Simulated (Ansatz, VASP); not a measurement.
Two plane-wave programs on ZrB2

INCAR

```
ALGO = Normal
EDIFF = 1E-6
ENCUT = 520
GGA = PE
ISIF = 2
ISMEAR = -1
IVDW = 12
LASPH = True
LCHARG = False
LREAL = False
LWAVE = False
NBANDS = 16
NELM = 80
PREC = Accurate
SIGMA = 0.05
```

Contents of KPOINTS:

```
k-points
0
Gamma
  10 10 8
```

File POSCAR:

```
ZrB2
1.0
    3.1487241912      0.0000000000      0.0000000000
   -1.5743620956      2.7268751391      0.0000000000
    0.0000000000      0.0000000000      3.5092878761
Zr B
1 2
Direct
    0.0000000000      0.0000000000      0.0000000000
    0.6666666667      0.3333333333      0.5000000000
    0.3333333333      0.6666666667      0.5000000000
```

input.yaml

```yaml
crystal:
  lattice:
    - [3.1487241912, 0.0, 0.0]
    - [-1.5743620956, 2.7268751391, 0.0]
    - [0.0, 0.0, 3.5092878761]
  atoms:
    - { symbol: Zr, position: [0.0, 0.0, 0.0] }
    - { symbol: B, position: [0.6666666667, 0.3333333333, 0.5] }
    - { symbol: B, position: [0.3333333333, 0.6666666667, 0.5] }
hamiltonian:
  xc: pbe
  pseudopotentials: { kind: paw }
  dispersion: d3bj
kpoints:
  mp_grid: { grid: [10, 10, 8] }
scf:
  occupations: { method: fermi_dirac, width: 0.05 }
output:
  forces: true
  stress: true
  eigenvalues: true
```

Alike in both runs: task single point; functional PBE; dispersion D3(BJ); k mesh 10 × 10 × 8; occupations fermi-dirac, width 0.05 eV; no spin polarisation.

```csv
,VASP,Ansatz
version,VASP 6.6.1,Ansatz 0.2.0
potentials or method,"VASP PAW PBE potentials, release 64 (Zr_sv, B)",Ansatz PAW
plane-wave cutoff (eV),520,420
valence electrons in the cell,18,18
```

```csv
,VASP,Ansatz,Ansatz less VASP
gap on the k mesh at the Fermi level (eV),none,none,-
pressure (GPa),-0.4,-0.6,-0.16
"traceless stress, the component that is largest in VASP (GPa)",0.71,0.66,-0.046
```

A gap of «none» marks a metal or a gap that the smearing closes.
